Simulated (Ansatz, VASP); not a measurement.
**Cu in VASP and in Ansatz**

```
CELL_PARAMETERS angstrom
-1.43460 1.43460 1.43460
1.43460 -1.43460 1.43460
1.43460 1.43460 -1.43460
ATOMIC_POSITIONS crystal
Cu 0.00000 0.00000 0.00000
```

Alike in both runs: task relaxation of cell and atoms; functional BLYP; k mesh 15 × 15 × 15; occupations fermi-dirac, width 0.1 eV; no spin polarisation.

|  | VASP | Ansatz |
| --- | --- | --- |
| version | VASP 6.6.1 | Ansatz 0.2.0 |
| potentials or method | VASP PAW PBE potentials, release 64 (Cu_sv_GW), cutoff 820 eV | plane waves (420 eV) with PAW, scalar-relativistic |
| valence electrons in the cell | 19 | 19 |

VASP gave:

```
relaxed volume (Å³/atom)                                                      : 12.56
relaxed length of the cell vector where the two differ most in proportion (Å) : 2.536
```

Problem. Which values does Ansatz return?

Solution. Relaxed volume (Å³/atom): 12.76; relaxed length of the cell vector where the two differ most in proportion (Å): 2.549.

VASP's potentials were made for PBE, not for BLYP.
